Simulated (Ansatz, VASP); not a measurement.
# SiNi3: VASP beside Ansatz

```xyz
4
Lattice="3.4612 0.0000 0.0000 0.0000 3.2882 0.0000 0.0000 0.0000 3.4612" Properties=species:S:1:pos:R:3 pbc="T T T"
Si    0.0000    0.0000    0.0000
Ni    0.0000    1.6441    1.7306
Ni    1.7306    0.0000    1.7306
Ni    1.7306    1.6441    0.0000
```

Change from the starting cell: strain -0.0500 x Voigt [0, 1, 0, 0, 0, 0], atoms carried along.

Alike in both runs: task single point; functional PBEsol; k mesh 14 × 14 × 14; occupations gaussian, width 0.15 eV; no spin polarisation.

```csv
,VASP,Ansatz
version,VASP 6.6.1,Ansatz 0.2.0
potentials or method,"VASP PAW PBE potentials, release 64 (Si, Ni), cutoff 520 eV","scalar-relativistic, plane waves, PAW"
valence electrons in the cell,34,58
```

Ansatz gave:

```
gap on the k mesh at the Fermi level (eV)                     : none
pressure (GPa)                                                : 14.1
traceless stress, the component that is largest in VASP (GPa) : 6.04
```

Problem. What did VASP give for the same quantities?

Solution. gap on the k mesh at the Fermi level (eV): none; pressure (GPa): 14.2; traceless stress, the component that is largest in VASP (GPa): 5.93.

VASP's potentials were made for PBE, not for PBEsol. A gap of «none» marks a metal or a gap that the smearing closes. With one functional, cell and mesh, what is left measures potentials, basis and numerics. VASP's potentials hold 34 valence electrons a cell and Ansatz's 58, so a difference there can come from the potentials and not from the codes.
